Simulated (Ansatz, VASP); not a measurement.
One calculation of Rh, two programs

```
CELL_PARAMETERS angstrom
0.00000 1.88076 1.88076
1.88076 0.00000 1.88076
1.88076 1.88076 0.00000
ATOMIC_POSITIONS crystal
Rh 0.00000 0.00000 0.00000
```

Alike in both runs: task single point; functional r2SCAN; k mesh 18 × 18 × 18; occupations gaussian, width 0.1 eV; no spin polarisation.

|  | VASP | Ansatz |
| --- | --- | --- |
| version | VASP 6.6.1 | Ansatz 0.2.0 |
| potentials or method | VASP PAW PBE potentials, release 64 (Rh_pv), cutoff 520 eV | scalar-relativistic, plane waves, PAW |
| valence electrons in the cell | 15 | 17 |

|  | VASP | Ansatz | Ansatz less VASP |
| --- | --- | --- | --- |
| gap on the k mesh at the Fermi level (eV) | none | none | - |
| pressure (GPa) | 10.7 | 9.3 | -1.42 |

VASP's potentials were made for PBE, not for r2SCAN. A gap of «none» marks a metal or a gap that the smearing closes. The functional is the same, so the differences come from potentials, cutoffs and numerics. VASP's potentials hold 15 valence electrons a cell and Ansatz's 17, so a difference there can come from the potentials and not from the codes.
